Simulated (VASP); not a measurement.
Crystal: PtS2.

```
CELL_PARAMETERS angstrom
3.47594 0.00000 0.00000
-1.73797 3.01026 0.00000
0.00000 0.00000 11.66792
ATOMIC_POSITIONS crystal
Pt 0.33333 0.66667 0.62501
Pt 0.66667 0.33333 0.12501
S 0.66667 0.33333 0.74340
S 0.33333 0.66667 0.24340
S 0.00000 0.00000 0.00659
S 0.00000 0.00000 0.50659
```

| Quantity | Value |
| --- | --- |
| Program | VASP 6.6.1 |
| Task | relaxation of cell and atoms |
| Functional | PBEsol |
| Potentials or basis | VASP PAW PBE potentials, release 64 (Pt, S) |
| Cutoff | 600 eV |
| k mesh | 9 × 9 × 2 |
| Occupations | fermi-dirac, width 0.03 eV |
| Spin | no spin polarisation |

At the start: pressure -6.9 GPa; volume 20.35 Å³/atom.

Where does the relaxation end?

Over 25 steps the energy falls by 81.0 meV/atom and the volume is 19.22 Å³/atom (-5.5 %); space group P6_3mc (No. 186, to 0.1 Å) before and after.

Step by step:
| step | energy change (eV) | largest force (eV/Å) | pressure (GPa) | volume (Å³) |
| --- | --- | --- | --- | --- |
| 1 | 0.0000 | 1.5627 | -6.92 | 122.09 |
| 2 | 0.1533 | 1.5244 | 18.04 | 107.14 |
| 3 | -0.3109 | 0.3575 | 2.30 | 114.97 |
| 4 | -0.4580 | 0.1942 | 0.32 | 117.08 |
| 5 | -0.4816 | 0.1009 | -0.85 | 118.32 |
| 6 | -0.4816 | 0.1065 | -0.79 | 118.25 |
| 7 | -0.4795 | 0.1846 | 1.17 | 116.85 |
| 8 | -0.4837 | 0.0290 | 0.00 | 117.67 |
| 9 | -0.4839 | 0.0233 | -0.01 | 117.62 |
| 10 | -0.4840 | 0.0424 | -0.08 | 117.52 |
| 11 | -0.4841 | 0.0429 | -0.05 | 117.46 |
| 12 | -0.4844 | 0.0436 | -0.04 | 117.28 |
| 13 | -0.4847 | 0.0475 | 0.03 | 116.91 |
| 14 | -0.4850 | 0.0673 | 0.16 | 116.18 |
| 15 | -0.4851 | 0.0595 | 0.13 | 116.12 |
| 16 | -0.4853 | 0.0408 | -0.05 | 115.97 |
| 17 | -0.4852 | 0.0279 | -0.34 | 115.67 |
| 18 | -0.4854 | 0.0299 | -0.12 | 115.88 |
| 19 | -0.4855 | 0.0241 | -0.09 | 115.77 |
| 20 | -0.4857 | 0.0130 | 0.00 | 115.45 |
| 21 | -0.4857 | 0.0140 | 0.06 | 115.32 |
| 22 | -0.4857 | 0.0141 | 0.03 | 115.37 |
| 23 | -0.4857 | 0.0138 | 0.02 | 115.35 |
| 24 | -0.4857 | 0.0139 | 0.03 | 115.34 |
| 25 | -0.4858 | 0.0054 | 0.02 | 115.34 |

Final structure:
```cif
data_structure
_symmetry_space_group_name_H-M 'P 1'
_symmetry_Int_Tables_number 1
_cell_length_a 3.5434
_cell_length_b 3.5434
_cell_length_c 10.6078
_cell_angle_alpha 90.000
_cell_angle_beta 90.000
_cell_angle_gamma 120.000
_cell_volume 115.34
loop_
_atom_site_label
_atom_site_type_symbol
_atom_site_fract_x
_atom_site_fract_y
_atom_site_fract_z
_atom_site_occupancy
Pt1 Pt 0.33333 0.66667 0.62509 1
Pt2 Pt 0.66667 0.33333 0.12509 1
S1 S 0.66667 0.33333 0.73918 1
S2 S 0.33333 0.66667 0.23918 1
S3 S 0.00000 0.00000 0.01073 1
S4 S 0.00000 0.00000 0.51073 1
```

Caveat: the PAW data sets were made with another functional, which shifts forces and pressure a little; this functional lacks dispersion, which binds the layers, so the pressure and a relaxed spacing across them are unreliable.
